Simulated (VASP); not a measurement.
La, 4 atoms in the cell. It takes space group P6_3/mmc (No. 194, hexagonal). Conventional cell: a = 3.600 Å, b = 3.600 Å, c = 11.552 Å, α = 90.00°, β = 90.00°, γ = 120.00°. La (site symmetry -3m) has 12 La at 3.56 to 3.60 Å within 4.7 Å. La (site symmetry -6m2) has 12 La at 3.56 to 3.60 Å within 4.7 Å. 

* Program: VASP 6.6.1
* Task: single point
* Functional: LDA
* Potentials or basis: VASP PAW LDA potentials, release 64 (La)
* Cutoff: 520 eV
* k mesh: 6 × 6 × 2
* Occupations: fermi-dirac, width 0.1 eV
* Spin: no spin polarisation
* Dipole correction: no
* Further INCAR settings: ALGO = Normal; EDIFF = 1e-06; NBANDS = 30

Potentials or basis: VASP PAW LDA potentials, release 64 (La).

Command:

```bash
$ cat potpaw_LDA.64/La/POTCAR > POTCAR
$ mpirun -np 1 vasp_std > vasp.out
```

Hardware: 1 thread of Intel Xeon 6975P-C, on a shared host.

Q: Estimate the wall time of this run.

A: Run time: 72 s on 1 thread of Intel Xeon 6975P-C (shared host), peak memory 0.23 GiB. Counts: scf iterations 14, k points 14.
